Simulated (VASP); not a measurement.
# SnTe (Fm-3m) in VASP: a series of runs, part 2 of 2

VASP 6.6.1.

### 3 Single point, PBE0

This run uses another cell than the first one, of 30.66 Å³/atom.

POSCAR

```
SnTe
1.0
    0.0000000000      3.1297027185      3.1297027185
    3.1297027185      0.0000000000      3.1297027185
    3.1297027185      3.1297027185      0.0000000000
Te Sn
1 1
Direct
    0.5000000000      0.5000000000      0.5000000000
    0.0000000000      0.0000000000      0.0000000000
```

INCAR.step1

```
ALGO = Normal
EDIFF = 1E-5
ENCUT = 520
GGA = PE
ISIF = 2
ISMEAR = -1
LASPH = True
LREAL = False
LWAVE = True
NBANDS = 17
NELM = 80
PREC = Accurate
SIGMA = 0.05
```

INCAR.step2

```
AEXX = 0.25
ALGO = Normal
EDIFF = 1E-6
ENCUT = 520
GGA = PE
ISIF = 2
ISMEAR = -1
ISTART = 1
LASPH = True
LCHARG = True
LELF = True
LHFCALC = True
LREAL = False
LVHAR = True
LWAVE = False
NBANDS = 17
NELM = 80
PREC = Accurate
PRECFOCK = Normal
SIGMA = 0.05
```

KPOINTS

```
k-points
0
Gamma
  4 4 4
```

Potentials or basis: VASP PAW PBE potentials, release 64 (Te, Sn_d).

On the command line:

```console
$ cat potpaw_PBE.64/Te/POTCAR potpaw_PBE.64/Sn_d/POTCAR > POTCAR
$ cp INCAR.step1 INCAR
$ mpirun -np 1 vasp_std > vasp.out
$ cp INCAR.step2 INCAR
$ mpirun -np 1 vasp_std > vasp.out
```

OUTCAR:

```text
AEXX = 0.25
   EDIFF = 1E-6
   ENCUT = 520
   GGA = PE
   ISIF = 2
   ISMEAR = -1
   ISTART = 1
   LASPH = True
   LHFCALC = True
   LREAL = False
   NELM = 80
   PREC = Accurate
   PRECFOCK = Normal

 ion  position               nearest neighbor table
   1  0.500  0.500  0.500-   2 3.13   2 3.13   2 3.13   2 3.13   2 3.13   2 3.13
   2  0.000  0.000  0.000-   1 3.13   1 3.13   1 3.13   1 3.13   1 3.13   1 3.13

  LATTYP: Found a face centered cubic cell.
 ALAT       =     6.2594054370

  Lattice vectors:

 A1 = (   0.0000000000,   3.1297027185,   3.1297027185)
 A2 = (   3.1297027185,   0.0000000000,   3.1297027185)
 A3 = (   3.1297027185,   3.1297027185,   0.0000000000)

Analysis of symmetry for initial positions (statically):
=====================================================================
 Subroutine PRICEL returns:
 Original cell was already a primitive cell.

 Routine SETGRP: Setting up the symmetry group for a
 face centered cubic supercell.

 Subroutine GETGRP returns: Found 48 space group operations
 (whereof 48 operations were pure point group operations)
 out of a pool of 48 trial point group operations.

The static configuration has the point symmetry O_h .

Analysis of symmetry for dynamics (positions and initial velocities):
=====================================================================
 Subroutine PRICEL returns:
 Original cell was already a primitive cell.

 Routine SETGRP: Setting up the symmetry group for a
 face centered cubic supercell.

 Subroutine GETGRP returns: Found 48 space group operations
 (whereof 48 operations were pure point group operations)
 out of a pool of 48 trial point group operations.

The dynamic configuration has the point symmetry O_h .

 Subroutine INISYM returns: Found 48 space group operations
 (whereof 48 operations are pure point group operations),
 and found     1 'primitive' translations

----------------------------------------------------------------------------------------

                                     Primitive cell

  volume of cell :      61.3111

  direct lattice vectors                    reciprocal lattice vectors
     0.000000000  3.129702718  3.129702718    -0.159759583  0.159759583  0.159759583
     3.129702718  0.000000000  3.129702718     0.159759583 -0.159759583  0.159759583
     3.129702718  3.129702718  0.000000000     0.159759583  0.159759583 -0.159759583

  length of vectors
     4.426068031  4.426068031  4.426068031     0.276711714  0.276711714  0.276711714

  position of ions in fractional coordinates (direct lattice)
     0.500000000  0.500000000  0.500000000
     0.000000000  0.000000000  0.000000000

  ion indices of the primitive-cell ions
   primitive index   ion index
                 1           1
                 2           2

----------------------------------------------------------------------------------------

 KPOINTS: k-points

Automatic generation of k-mesh.
 Grid dimensions read from file:
 generate k-points for:    4    4    4

 Generating k-lattice:

  Cartesian coordinates                     Fractional coordinates (reciprocal lattice)
    -0.039939896  0.039939896  0.039939896     0.250000000  0.000000000  0.000000000
     0.039939896 -0.039939896  0.039939896     0.000000000  0.250000000  0.000000000
     0.039939896  0.039939896 -0.039939896     0.000000000  0.000000000  0.250000000

  Length of vectors
     0.069177929  0.069177929  0.069177929

  Shift w.r.t. Gamma in fractional coordinates (k-lattice)
     0.000000000  0.000000000  0.000000000

 Subroutine IBZKPT returns following result:
 ===========================================

 Found      8 irreducible k-points:

 Following reciprocal coordinates:
            Coordinates               Weight
  0.000000  0.000000  0.000000      1.000000
  0.250000  0.000000  0.000000      8.000000
  0.500000  0.000000  0.000000      4.000000
  0.250000  0.250000  0.000000      6.000000
  0.500000  0.250000  0.000000     24.000000
 -0.250000  0.250000  0.000000     12.000000
  0.500000  0.500000  0.000000      3.000000
 -0.250000  0.500000  0.250000      6.000000
   k-points           NKPTS =      8   k-points in BZ     NKDIM =     64   number of bands    NBANDS=     17
   number of dos      NEDOS =    301   number of ions     NIONS =      2
   total plane-waves  NPLWV =  46656
   dimension x,y,z NGX =    36 NGY =   36 NGZ =   36
   dimension x,y,z NGXF=    72 NGYF=   72 NGZF=   72
   ions per type =               1   1
   NGX,Y,Z   is equivalent  to a cutoff of  13.52, 13.52, 13.52 a.u.
   NGXF,Y,Z  is equivalent  to a cutoff of  27.04, 27.04, 27.04 a.u.
 SYSTEM =  unknown system
   PREC   = accura    normal or accurate (medium, high low for compatibility)
   ISTART =      1    job   : 0-new  1-cont  2-samecut
   ICHARG =      0    charge: 1-file 2-atom 10-const
   ISPIN  =      1    spin polarized calculation?
   LNONCOLLINEAR =      F non collinear calculations
   LSORBIT =      F    spin-orbit coupling
   LASPH  =      T    aspherical Exc in radial PAW
   ENCUT  =  520.0 eV  38.22 Ry    6.18 a.u.   8.23  8.23  8.23*2*pi/ulx,y,z
   NELM   =     80;   NELMIN=  2; NELMDL=  0     # of ELM steps
   EDIFF  = 0.1E-05   stopping-criterion for ELM
   LREAL  =      F    real-space projection
   EDIFFG = 0.1E-04   stopping-criterion for IOM
   NSW    =      0    number of steps for IOM
   IBRION =     -1    ionic relax: 0-MD 1-quasi-New 2-CG
   NFREE  =      0    steps in history (QN), initial steepest desc. (CG)
   ISIF   =      2    stress and relaxation
   ISYM   =      3    0-nonsym 1-usesym 2-fastsym
   POTIM  = 0.5000    time-step for ionic-motion
   TEBEG  =    0.0;   TEEND  =   0.0 temperature during run
   PSTRESS=    0.0 pullay stress
   NELECT =      20.0000    total number of electrons
   NUPDOWN=      -1.0000    fix difference up-down
   EMIN   =  10.00;   EMAX   =-10.00  energy-range for DOS
   EFERMI =   0.00;   METHOD = LEGACY
   ISMEAR =    -1;   SIGMA  =   0.05  broadening in eV -4-tet -1-fermi 0-gaus
   EFERMI_NEDOS =   21; number of points for ismear=-14 and -15
   IALGO  =     38    algorithm
   IMIX   =      1    mixing-type and parameters
     AMIX     =   0.40;   BMIX     =  1.00
     AMIX_MAG =   1.60;   BMIX_MAG =  1.00
  volume/ion in A,a.u.               =      30.66       206.87
  Fermi-wavevector in a.u.,A,eV,Ry     =   1.126951  2.129629 17.279655  1.270019
  Thomas-Fermi vector in A             =   2.263635
   LORBIT       =      0    0 simple, 1 ext, 2 COOP (PROOUT), +10 PAW based schemes
   GGA     = PE    functional components
   LHFCALC =     T    Hartree Fock is set to
   PRECFOCK=normal    Normal, Fast or Accurate (Low or Medium for compatibility)
   ENCUT4O =  -1.0   cutoff for four orbital integrals eV
   NKREDX  =     1    reduce k-point grid by
   NKREDY  =     1    reduce k-point grid by
   NKREDZ  =     1    reduce k-point grid by
   AEXX    =    0.2500 exact exchange contribution
   HFSCREEN=    0.0000 screening length (either q_TF or 0.3 A-1)
   HFSCREENC=   0.0000 screening length for correlation (either q_TF or 0.3 A-1)
   ENCUTFOCK=  -1.0 apply spherical cutoff to Coloumb kernel
   IVDW    =     0    specifies the selected vdW correction
   LEPSILON=     F    determine dielectric tensor
   LRPA    =     F    only Hartree local field effects (RPA)
 non-spin polarized calculation
  energy-cutoff  :      520.00
  volume of cell :       61.31
 maximum number of plane-waves:      1676
 NGX is ok and might be reduce to    36
  NGX = 28; NGY = 28; NGZ = 28

 number of electron      19.9999997 magnetization

 Free energy of the ion-electron system (eV)
  ---------------------------------------------------
  ext. energy  EPLUGINS =         0.00000000
  ---------------------------------------------------
  free energy    TOTEN  =       -10.03188306 eV

  energy without entropy =      -10.03179419  energy(sigma->0) =      -10.03183862

 E-fermi :   7.2431     XC(G=0):  -7.6167

 val. band max:        6.8916455999   @ k =   0.5000   0.0000   0.0000
 cond. band min:       7.5947803578   @ k =   0.5000   0.0000   0.0000
 fundamental gap:      0.7031347580
 Fermi energy:         7.2431417280

 k-point     1 :       0.0000    0.0000    0.0000
  band No.  band energies     occupation
      1     -17.6747      2.00000
      2     -17.6747      2.00000
      3     -17.6589      2.00000
      4     -17.6589      2.00000
      5     -17.6589      2.00000
      6      -7.7749      2.00000
[... 137 lines left out ...]
      4     -17.6553      2.00000
      5     -17.6468      2.00000
      6      -5.7945      2.00000
[... 9 lines left out ...]
     16      18.6001      0.00000
     17      19.3105      0.00000

------------------------ aborting loop because EDIFF is reached ----------------------------------------

  FORCE on cell =-STRESS in cart. coord.  units (eV):
  Direction    XX          YY          ZZ          XY          YZ          ZX
  --------------------------------------------------------------------------------------
  -------------------------------------------------------------------------------------
  Total        0.3425161      0.3425161      0.3425161      0.0000000     -0.0000000      0.0000000
  in kB        8.9506043      8.9506043      8.9506043      0.0000000     -0.0000000      0.0000000
  external PRESSURE =       8.9506043 kB  Pullay stress =       0.0000000 kB

 VOLUME and BASIS-vectors are now :
 -----------------------------------------------------------------------------
  energy-cutoff  :      520.00
  volume of cell :       61.31
      direct lattice vectors                 reciprocal lattice vectors
     0.000000000  3.129702718  3.129702718    -0.159759583  0.159759583  0.159759583
     3.129702718  0.000000000  3.129702718     0.159759583 -0.159759583  0.159759583
     3.129702718  3.129702718  0.000000000     0.159759583  0.159759583 -0.159759583

 POSITION                                       TOTAL-FORCE (eV/Angst)
 -----------------------------------------------------------------------------------
      3.12970      3.12970      3.12970        -0.000000     -0.000000     -0.000000
      0.00000      0.00000      0.00000         0.000000      0.000000      0.000000
 -----------------------------------------------------------------------------------
    total drift:                                0.000001      0.000005      0.000003

  FREE ENERGIE OF THE ION-ELECTRON SYSTEM (eV)
  ---------------------------------------------------
  free  energy   TOTEN  =       -10.0318830612 eV

  energy  without entropy=      -10.0317941850  energy(sigma->0) =      -10.03183862
```

OUTCAR.step1:

```text
EDIFF = 1E-5
   ENCUT = 520
   GGA = PE
   ISIF = 2
   ISMEAR = -1
[... 362 lines left out ...]
 -----------------------------------------------------------------------------------
      3.12970      3.12970      3.12970         0.000000     -0.000000     -0.000000
      0.00000      0.00000      0.00000        -0.000000      0.000000      0.000000
 -----------------------------------------------------------------------------------
    total drift:                               -0.000000      0.000000      0.000000

  FREE ENERGIE OF THE ION-ELECTRON SYSTEM (eV)
  ---------------------------------------------------
  free  energy   TOTEN  =        -7.5286270708 eV

  energy  without entropy=       -7.5225075554  energy(sigma->0) =       -7.52556731
```

OSZICAR.step1:

```text
N       E                     dE             d eps       ncg     rms          rms(c)
DAV:   1     0.127640855562E+03    0.12764E+03   -0.96970E+03   272   0.135E+03
DAV:   2     0.354096618416E+01   -0.12410E+03   -0.12073E+03   280   0.338E+02
DAV:   3    -0.726116729610E+01   -0.10802E+02   -0.10743E+02   342   0.883E+01
DAV:   4    -0.756030191673E+01   -0.29913E+00   -0.29900E+00   323   0.155E+01
DAV:   5    -0.757320459894E+01   -0.12903E-01   -0.12902E-01   399   0.305E+00    0.627E+00
DAV:   6    -0.752859210063E+01    0.44612E-01   -0.10187E-01   372   0.231E+00    0.397E+00
DAV:   7    -0.752937601559E+01   -0.78391E-03   -0.50095E-02   350   0.125E+00    0.626E-01
DAV:   8    -0.752851406066E+01    0.86195E-03   -0.84618E-03   353   0.743E-01    0.199E-01
DAV:   9    -0.752863843946E+01   -0.12438E-03   -0.51685E-04   373   0.217E-01    0.112E-01
DAV:  10    -0.752862722434E+01    0.11215E-04   -0.71156E-05   354   0.847E-02    0.450E-02
DAV:  11    -0.752862707077E+01    0.15357E-06   -0.11736E-05   276   0.313E-02
   1 F= -.75286271E+01 E0= -.75255673E+01  d E =-.611952E-02
```

It took 12 min on 1 thread of Intel Xeon Platinum 8488C (Sapphire Rapids), shared host; peak memory 0.21 GiB.

Results:

* Free energy: -10.0319 eV
* Pressure: 0.9 GPa
* Band gap on the k mesh: 0.70 eV

Caveat: the k points lie up to 0.43 Å⁻¹ apart; the PAW data sets were made with another functional, which shifts forces and pressure a little; spin-orbit coupling is left out, which moves the levels of the heavy elements.

### 4 Single point, PBE0

This run uses another cell than the first one, of 31.91 Å³/atom.

POSCAR

```
SnTe
1.0
    0.0000000000      3.1717171644      3.1717171644
    3.1717171644      0.0000000000      3.1717171644
    3.1717171644      3.1717171644      0.0000000000
Te Sn
1 1
Direct
    0.5000000000      0.5000000000      0.5000000000
    0.0000000000      0.0000000000      0.0000000000
```

INCAR.step1

```
SYSTEM = SnTe
  PREC = Accurate
  ENCUT = 520
  EDIFF = 1E-5
  ISMEAR = -1
  SIGMA = 0.05
  LREAL = .FALSE.
  LASPH = .TRUE.
  NELM = 80
  ALGO = Normal
  ISIF = 2
  LWAVE = .TRUE.
  LCHARG = .FALSE.
  GGA = PE
  NBANDS = 17
```

INCAR.step2

```
SYSTEM = SnTe
  PREC = Accurate
  ENCUT = 520
  EDIFF = 1E-6
  ISMEAR = -1
  SIGMA = 0.05
  LREAL = .FALSE.
  LASPH = .TRUE.
  NELM = 80
  ALGO = Normal
  ISIF = 2
  LWAVE = .FALSE.
  LCHARG = .FALSE.
  GGA = PE
  LHFCALC = .TRUE.
  AEXX = 0.25
  PRECFOCK = Normal
  ISTART = 1
  NBANDS = 17
```

KPOINTS

```
Automatic mesh
0
G
  4 4 4
  0 0 0
```

On the command line:

```console
$ cat potpaw_PBE.64/Te/POTCAR potpaw_PBE.64/Sn_d/POTCAR > POTCAR
$ cp INCAR.step1 INCAR
$ mpirun -np 1 vasp_std > vasp.out
$ cp INCAR.step2 INCAR
$ mpirun -np 1 vasp_std > vasp.out
```

Wall time 12 min (1 thread of Intel Xeon Platinum 8488C (Sapphire Rapids), shared host); peak memory 0.22 GiB.

It converged, with:

* Free energy: -10.0460 eV
* Pressure: 0.2 GPa
* Band gap on the k mesh: 0.78 eV

Levels at points of the mesh, in eV from the valence-band top:
```csv
k point,band 7,band 8,band 9,band 10,band 11,band 12,band 13,band 14
"(0.00, 0.00, 0.00)",-5.28,-2.57,-2.57,-2.57,4.50,4.50,4.50,5.83
"(0.50, 0.00, 0.00)",-9.39,-2.21,-2.21,0.00,0.78,1.19,1.19,9.01
"(0.50, 0.50, 0.00)",-7.28,-6.36,-4.32,-4.32,3.10,6.18,6.18,7.71
```

Caveat: the k points lie up to 0.43 Å⁻¹ apart; the PAW data sets were made with another functional, which shifts forces and pressure a little; spin-orbit coupling is left out, which moves the levels of the heavy elements. A k mesh can miss the band edges.

### 5 Summary

```csv
cell,gap on the mesh (eV),pressure (GPa)
"a = 4.396 Å, angles 60.0°, 2 atoms",0.79,2.0
"a = 4.426 Å, angles 60.0°, 2 atoms",0.70,0.9
"a = 4.485 Å, angles 60.0°, 2 atoms",0.78,0.2
```

Alike in all rows: task single point; level PBE0; potentials or basis VASP PAW PBE potentials, release 64 (Te, Sn_d); no spin polarisation; k mesh 4 × 4 × 4; cutoff (eV) 520; smearing fermi-dirac 0.05 eV.

Caveats: all runs use coarse meshes; the PAW data sets were made with another functional, which shifts forces and pressure a little; spin-orbit coupling is left out, which moves the levels of the heavy elements.

Total energies depend on the potentials used, so only differences within one code and one set of settings carry meaning.
